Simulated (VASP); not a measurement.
Input of a VASP 6.6.1 run:

The input INCAR:

```
SYSTEM = Sc
PREC = Accurate ; ENCUT = 500
EDIFF = 1E-7 ; ISMEAR = -1
SIGMA = 0.05 ; LREAL = .FALSE.
LASPH = .TRUE. ; NELM = 120
ALGO = Normal ; ISIF = 3
LWAVE = .FALSE. ; LCHARG = .FALSE.
GGA = PE ; IBRION = 2
NSW = 32 ; EDIFFG = -0.005
PSTRESS = 510.0 ; GGA_COMPAT = .FALSE.
NELMIN = 4
```

File KPOINTS:

```
regular mesh
0
G
  16 16 9
  0 0 0
```

File POSCAR:

```
Sc
1.0
    2.8394745810      0.0000000000      0.0000000000
   -1.4197372905      2.4590571205      0.0000000000
    0.0000000000      0.0000000000      4.4220258013
Sc
2
Direct
    0.3333333333      0.6666666667      0.2500000000
    0.6666666667      0.3333333333      0.7500000000
```

Potentials or basis: VASP PAW PBE potentials, release 64 (Sc_sv).

The run is started by

```bash
$ cat potpaw_PBE.64/Sc_sv/POTCAR > POTCAR
$ mpirun -np 1 vasp_std > vasp.out
```

(1) Predict the band gap on the k mesh.

(2) Estimate the space group after relaxing (to 0.1 Å).

(3) Estimate the relaxed cell.

## Answers

(1) zero (bands 11 and 12 overlap by 2.57 eV).

(2) P6_3/mmc (No. 194).

(3) a = 2.841 Å, b = 2.841 Å, c = 4.427 Å, α = 90.00°, β = 90.00°, γ = 120.00°.

Caveat: the cell is relaxed towards a set pressure, so the run minimises the enthalpy, not the energy.
